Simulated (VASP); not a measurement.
# Pd (Fm-3m) in VASP: a series of runs

Runs on Pd. Level: LDA. Tasks: single point, relaxation of cell and atoms.

Everything below comes from runs of VASP 6.6.1. Logs are shortened: lines on timing, memory, paths and dates and some standing lists are left out, and cuts for length are marked.

**1. The cell of the first run**

The structure is cubic, space group Fm-3m (No. 225). Conventional cell: a = 3.838 Å, b = 3.838 Å, c = 3.838 Å, α = 90.00°, β = 90.00°, γ = 90.00°. Within 3.6 Å of Pd (site symmetry m-3m) lie 12 Pd at 2.71 Å.

**2. Single point, LDA**

Contents of INCAR:

```
  ALGO = Normal
  EDIFF = 1E-6
  ENCUT = 520
  GGA = CA
  ISIF = 2
  ISMEAR = -1
  LASPH = True
  LCHARG = True
  LELF = True
  LREAL = False
  LVHAR = True
  LWAVE = False
  NBANDS = 11
  NELM = 60
  PREC = Accurate
  SIGMA = 0.05
```

Contents of KPOINTS:

```
k-points
0
Gamma
  9 9 9
```

Contents of POSCAR:

```
Pd
1.0
    0.0000000000      1.9188384382      1.9188384382
    1.9188384382      0.0000000000      1.9188384382
    1.9188384382      1.9188384382      0.0000000000
Pd
1
Direct
    0.0000000000      0.0000000000      0.0000000000
```

Potentials or basis: VASP PAW LDA potentials, release 64 (Pd).

The run is started by

```console
cat potpaw_LDA.64/Pd/POTCAR > POTCAR
mpirun -np 1 vasp_std > vasp.out
```

OUTCAR:

```text
EDIFF = 1E-6
   ENCUT = 520
   GGA = CA
   ISIF = 2
   ISMEAR = -1
   LASPH = True
   LREAL = False
   NELM = 60
   PREC = Accurate

 ion  position               nearest neighbor table
   1  0.000  0.000  0.000-

  LATTYP: Found a face centered cubic cell.
 ALAT       =     3.8376768764

  Lattice vectors:

 A1 = (   0.0000000000,   1.9188384382,   1.9188384382)
 A2 = (   1.9188384382,   0.0000000000,   1.9188384382)
 A3 = (   1.9188384382,   1.9188384382,   0.0000000000)

Analysis of symmetry for initial positions (statically):
=====================================================================
 Subroutine PRICEL returns:
 Original cell was already a primitive cell.

 Routine SETGRP: Setting up the symmetry group for a
 face centered cubic supercell.

 Subroutine GETGRP returns: Found 48 space group operations
 (whereof 48 operations were pure point group operations)
 out of a pool of 48 trial point group operations.

The static configuration has the point symmetry O_h .

Analysis of symmetry for dynamics (positions and initial velocities):
=====================================================================
 Subroutine PRICEL returns:
 Original cell was already a primitive cell.

 Routine SETGRP: Setting up the symmetry group for a
 face centered cubic supercell.

 Subroutine GETGRP returns: Found 48 space group operations
 (whereof 48 operations were pure point group operations)
 out of a pool of 48 trial point group operations.

The dynamic configuration has the point symmetry O_h .

 Subroutine INISYM returns: Found 48 space group operations
 (whereof 48 operations are pure point group operations),
 and found     1 'primitive' translations

----------------------------------------------------------------------------------------

                                     Primitive cell

  volume of cell :      14.1301

  direct lattice vectors                    reciprocal lattice vectors
     0.000000000  1.918838438  1.918838438    -0.260574309  0.260574309  0.260574309
     1.918838438  0.000000000  1.918838438     0.260574309 -0.260574309  0.260574309
     1.918838438  1.918838438  0.000000000     0.260574309  0.260574309 -0.260574309

  length of vectors
     2.713647343  2.713647343  2.713647343     0.451327942  0.451327942  0.451327942

  position of ions in fractional coordinates (direct lattice)
     0.000000000  0.000000000  0.000000000

  ion indices of the primitive-cell ions
   primitive index   ion index
                 1           1
[... 77 lines left out ...]
   NFREE  =      0    steps in history (QN), initial steepest desc. (CG)
   ISIF   =      2    stress and relaxation
   ISYM   =      2    0-nonsym 1-usesym 2-fastsym
   POTIM  = 0.5000    time-step for ionic-motion
   TEBEG  =    0.0;   TEEND  =   0.0 temperature during run
   PSTRESS=    0.0 pullay stress
   NELECT =      10.0000    total number of electrons
   NUPDOWN=      -1.0000    fix difference up-down
   EMIN   =  10.00;   EMAX   =-10.00  energy-range for DOS
   EFERMI =   0.00;   METHOD = LEGACY
   ISMEAR =    -1;   SIGMA  =   0.05  broadening in eV -4-tet -1-fermi 0-gaus
   EFERMI_NEDOS =   21; number of points for ismear=-14 and -15
   IALGO  =     38    algorithm
   IMIX   =      4    mixing-type and parameters
     AMIX     =   0.40;   BMIX     =  1.00
     AMIX_MAG =   1.60;   BMIX_MAG =  1.00
  volume/ion in A,a.u.               =      14.13        95.35
  Fermi-wavevector in a.u.,A,eV,Ry     =   1.458903  2.756927 28.958613  2.128398
  Thomas-Fermi vector in A             =   2.575533
   LORBIT       =      0    0 simple, 1 ext, 2 COOP (PROOUT), +10 PAW based schemes
   GGA     = CA    functional components
   LHFCALC =     F    Hartree Fock is set to
   AEXX    =    0.0000 exact exchange contribution
   IVDW    =     0    specifies the selected vdW correction
   LEPSILON=     F    determine dielectric tensor
   LRPA    =     F    only Hartree local field effects (RPA)
 non-spin polarized calculation
  energy-cutoff  :      520.00
  volume of cell :       14.13
 maximum number of plane-waves:       388
   NGX =  9   NGY =  9   NGZ =  9

 number of electron      10.0000005 magnetization

 Free energy of the ion-electron system (eV)
  ---------------------------------------------------
  ext. energy  EPLUGINS =         0.00000000
  ---------------------------------------------------
  free energy    TOTEN  =        -6.51178622 eV

  energy without entropy =       -6.49505682  energy(sigma->0) =       -6.50342152

 E-fermi :  10.3148     XC(G=0): -13.7835

 val. band max:       10.3005200220   @ k =   0.4444   0.1111   0.0000
 cond. band min:      10.3428974526   @ k =  -0.4444   0.3333   0.0000
 fundamental gap:      0.0423774306
 Fermi energy:        10.3147825959

 k-point     1 :       0.0000    0.0000    0.0000
  band No.  band energies     occupation
      1       2.7710      2.00000
      2       7.2545      2.00000
      3       7.2545      2.00000
      4       7.2545      2.00000
      5       9.0215      2.00000
      6       9.0215      2.00000
      7      27.4854      0.00000
      8      32.4549      0.00000
      9      32.4549      0.00000
     10      32.4549      0.00000
     11      35.9054      0.00000
[... 309 lines left out ...]
 k-point    24 :       0.4444    0.4444    0.0000
  band No.  band energies     occupation
      1       4.6093      2.00000
      2       4.8832      2.00000
      3      10.2561      1.52741
      4      10.4935      0.05458
      5      10.4935      0.05458
      6      12.8969      0.00000
      7      22.3837      0.00000
      8      23.9694      0.00000
      9      23.9694      0.00000
     10      32.4214      0.00000
     11      32.5646      0.00000

 [... further k-points ...]

------------------------ aborting loop because EDIFF is reached ----------------------------------------

  FORCE on cell =-STRESS in cart. coord.  units (eV):
  Direction    XX          YY          ZZ          XY          YZ          ZX
  --------------------------------------------------------------------------------------
  -------------------------------------------------------------------------------------
  Total        0.0225244      0.0225244      0.0225244      0.0000000     -0.0000000      0.0000000
  in kB        2.5539811      2.5539811      2.5539811      0.0000000     -0.0000000      0.0000000
  external PRESSURE =       2.5539811 kB  Pullay stress =       0.0000000 kB

 VOLUME and BASIS-vectors are now :
 -----------------------------------------------------------------------------
  energy-cutoff  :      520.00
  volume of cell :       14.13
      direct lattice vectors                 reciprocal lattice vectors
     0.000000000  1.918838438  1.918838438    -0.260574309  0.260574309  0.260574309
     1.918838438  0.000000000  1.918838438     0.260574309 -0.260574309  0.260574309
     1.918838438  1.918838438  0.000000000     0.260574309  0.260574309 -0.260574309

 POSITION                                       TOTAL-FORCE (eV/Angst)
 -----------------------------------------------------------------------------------
      0.00000      0.00000      0.00000         0.000000      0.000000      0.000000
 -----------------------------------------------------------------------------------
    total drift:                                0.000000      0.000000      0.000000

  FREE ENERGIE OF THE ION-ELECTRON SYSTEM (eV)
  ---------------------------------------------------
  free  energy   TOTEN  =        -6.5117862218 eV

  energy  without entropy=       -6.4950568176  energy(sigma->0) =       -6.50342152
```

It took 3.3 s on 1 thread of Intel Xeon 6975P-C, shared host; peak memory 0.12 GiB.

Results:

| Quantity | Value |
| --- | --- |
| Free energy | -6.5118 eV |
| Pressure | 0.3 GPa |
| Band gap on the k mesh | zero (band 5 reaches 10.55 eV, above the bottom of band 6 at 8.96 eV) |

Levels at points of the mesh, in eV from the Fermi level:
```tsv
k point	band 3	band 4	band 5	band 6	band 7	band 8
(0.00, 0.00, 0.00)	-3.06	-3.06	-1.29	-1.29	17.17	22.14
```

**3. Relaxation of cell and atoms, LDA**

This run uses another cell than the first one, of 14.75 Å³/atom, 1.044 times its volume.

Contents of INCAR:

```
ALGO = Normal ; EDIFF = 1E-7
EDIFFG = -0.01 ; ENCUT = 600
IBRION = 2 ; ISIF = 3
ISMEAR = -1 ; LASPH = True
LCHARG = False ; LREAL = False
LWAVE = False ; NELM = 60
NSW = 80 ; PREC = Accurate
SIGMA = 0.05
```

KPOINTS is that of step 2.

Contents of POSCAR:

```
Pd
1.0
    0.0000000000      1.9465000000      1.9465000000
    1.9465000000      0.0000000000      1.9465000000
    1.9465000000      1.9465000000      0.0000000000
Pd
1
Direct
    0.0000000000      0.0000000000      0.0000000000
```

Potentials or basis: VASP PAW LDA potentials, release 64 (Pd).

The run is started by

```console
cat potpaw_LDA.64/Pd/POTCAR > POTCAR
mpirun -np 1 vasp_std > vasp.out
```

Wall time 9.2 s (1 thread of Intel Xeon 6975P-C, shared host); peak memory 0.14 GiB.

It converged, with:

* Free energy: -6.5122 eV
* Relaxed volume: 14.15 Å³/atom
* Relaxed cell: a = 2.715 Å, b = 2.715 Å, c = 2.715 Å, α = 60.00°, β = 60.00°, γ = 60.00°
* Space group after relaxing (to 0.05 Å): Fm-3m (No. 225)
* Energy gained by relaxing: 16.9 meV/atom
* Ionic steps: 4
* Pressure after relaxing: 0.0 GPa
* Band gap on the k mesh: zero (band 5 reaches 10.52 eV, above the bottom of band 6 at 8.94 eV)

Step by step:
```csv
step,energy change (eV),largest force (eV/Å),pressure (GPa),volume (Å³)
1,0.0000,0.0000,-8.57,14.75
2,0.0441,0.0000,20.83,13.13
3,-0.0169,0.0000,-0.22,14.16
4,-0.0169,0.0000,-0.04,14.15
```

Final structure:
```xyz
1
Lattice="0.0000 1.9196 1.9196 1.9196 0.0000 1.9196 1.9196 1.9196 0.0000" Properties=species:S:1:pos:R:3 pbc="T T T"
Pd    0.0000    0.0000    0.0000
```

Levels at points of the mesh, in eV from the Fermi level:
| k point | band 3 | band 4 | band 5 | band 6 | band 7 | band 8 |
| --- | --- | --- | --- | --- | --- | --- |
| (0.00, 0.00, 0.00) | -3.05 | -3.05 | -1.29 | -1.29 | 17.17 | 22.13 |
